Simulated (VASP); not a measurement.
Crystal: Sn3P4.

```xyz
7
Lattice="5.1249 0.0000 0.0000 0.0000 5.1249 0.0000 0.0000 0.0000 5.1249" Properties=species:S:1:pos:R:3 pbc="T T T"
Sn    2.5625    0.0000    0.0000
Sn    0.0000    2.5625    0.0000
Sn    0.0000    0.0000    2.5625
P     0.0000    2.5625    2.5625
P     2.5625    0.0000    2.5625
P     2.5625    2.5625    0.0000
P     0.0000    0.0000    0.0000
```

This cell differs from its parent crystal: atoms taken out.

* Program: VASP 6.6.1
* Task: relaxation of cell and atoms
* Functional: PBE
* Potentials or basis: VASP PAW PBE potentials, release 64 (Sn_d, P)
* Cutoff: 600 eV
* k mesh: 4 × 4 × 4
* Occupations: gaussian, width 0.1 eV
* Spin: no spin polarisation

At the start: pressure 19.7 GPa; volume 19.23 Å³/atom.

Q: Where does the relaxation end?

A: Over 3 steps the energy falls by 200.9 meV/atom and the volume is 23.16 Å³/atom (+20.5 %); space group Pm-3m (No. 221, to 0.1 Å) before and after.

The path:
```tsv
step	energy change (eV)	largest force (eV/Å)	pressure (GPa)	volume (Å³)
1	0.0000	0.0000	19.69	134.61
2	-0.8282	0.0000	-6.72	186.09
3	-1.4061	0.0000	-0.05	162.14
```

Final structure:
```
CELL_PARAMETERS angstrom
5.45290 0.00000 0.00000
0.00000 5.45290 0.00000
0.00000 0.00000 5.45290
ATOMIC_POSITIONS crystal
Sn 0.50000 0.00000 0.00000
Sn 0.00000 0.50000 0.00000
Sn 0.00000 0.00000 0.50000
P 0.00000 0.50000 0.50000
P 0.50000 0.00000 0.50000
P 0.50000 0.50000 0.00000
P 0.00000 0.00000 0.00000
```

Caveat: the cell differs from its parent crystal (atoms taken out); the volume moved by over 15 % at a fixed basis, so the end points are rough.
